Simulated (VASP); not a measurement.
Set up this calculation in VASP 6.6.1, as the native input.

* Task: single point
* Functional: LDA
* Potentials or basis: VASP PAW LDA potentials, release 64 (Mn_pv, V_sv)
* Cutoff: 520 eV
* k mesh: 11 × 11 × 11
* Occupations: fermi-dirac, width 0.05 eV
* Spin: collinear spin, zero start
* Starting moments: [0.0, 0.0] μB
* Fixed moment: 0 μB
* Dipole correction: no
* Further INCAR settings: ALGO = Normal; EDIFF = 1e-06; NBANDS = 24

The structure of MnV lies in POSCAR:

```
MnV
1.0
    2.9000000000      0.0000000000      0.0000000000
    0.0000000000      2.9000000000      0.0000000000
    0.0000000000      0.0000000000      2.9000000000
Mn V
1 1
Direct
    0.0000000000      0.0000000000      0.0000000000
    0.5000000000      0.5000000000      0.5000000000
```

One way to write it, as run:

INCAR

```
SYSTEM = MnV
  PREC = Accurate
  ENCUT = 520
  EDIFF = 1E-6
  ISMEAR = -1
  SIGMA = 0.05
  LREAL = .FALSE.
  LASPH = .TRUE.
  NELM = 150
  ALGO = Normal
  ISIF = 2
  LWAVE = .FALSE.
  LCHARG = .TRUE.
  ISPIN = 2
  MAGMOM = 0 0
  LORBIT = 11
  NUPDOWN = 0.0
  LMAXMIX = 4
  GGA = CA
  LELF = .TRUE.
  LVHAR = .TRUE.
  NBANDS = 24
```

KPOINTS

```
Automatic mesh
0
G
  11 11 11
  0 0 0
```

Potentials or basis: VASP PAW LDA potentials, release 64 (Mn_pv, V_sv).

Launch:

```bash
$ cat potpaw_LDA.64/Mn_pv/POTCAR potpaw_LDA.64/V_sv/POTCAR > POTCAR
$ mpirun -np 1 vasp_std > vasp.out
```

It gave:

```yaml
Pressure: -21.6 GPa
Net_moment: 0.00 μB per cell
Valence_electrons_inside_the_program's_atomic_spheres: Mn 11.94; V 11.65
```

Caveat: the cell stands under tension; the total moment is fixed, so each spin has its own Fermi level.

Run time: 60 s on 1 thread of Intel Xeon 8259CL, on a shared host, peak memory 0.17 GiB.
